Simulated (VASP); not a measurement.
A run of VASP 6.6.1:

File INCAR:

```
SYSTEM = Ta
  ALGO = Normal
  EDIFF = 1E-6
  ENCUT = 520
  GGA = PE
  ISIF = 2
  ISMEAR = 1
  LASPH = .TRUE.
  LCHARG = .TRUE.
  LELF = .TRUE.
  LREAL = .FALSE.
  LVHAR = .TRUE.
  LWAVE = .FALSE.
  NBANDS = 48
  NELM = 60
  PREC = Accurate
  SIGMA = 0.15
```

Contents of KPOINTS:

```
k-points
0
G
  5 5 1
  0 0 0
```

The input POSCAR:

```
Ta
1.0
   -2.8931830000      0.0000000000      0.0000000000
    0.9092250000      2.6683060000      0.0000000000
    0.0000000000      0.0000000000    -24.5713040000
Ta
7
Direct
    0.6728686447      0.0841916182      0.9457373121
    0.1794663230      0.5400081550      0.8549982125
    0.7348399974      0.2574704700      0.7548921702
    0.1819395961      0.8150320840      0.6738720908
    0.6485658337      0.3009977117      0.5747241172
    0.2717380935      0.7870285492      0.4733765453
    0.6133028920      0.2987670829      0.3570905313
```

Potentials or basis: VASP PAW PBE potentials, release 64 (Ta_pv).

Command:

```bash
$ cat potpaw_PBE.64/Ta_pv/POTCAR > POTCAR
$ mpirun -np 1 vasp_std > vasp.out
```

Hardware: 1 thread of Intel(R) Xeon(R) Platinum 8259CL CPU @ 2.50GHz (Skylake/Cascade Lake) (shared host).

Q: How long does it take, and how much memory?

A: It took 5.1 min on 1 thread of Intel(R) Xeon(R) Platinum 8259CL CPU @ 2.50GHz (Skylake/Cascade Lake), on a shared host, peak memory 0.35 GiB. Counts: scf iterations 31, k points 13.
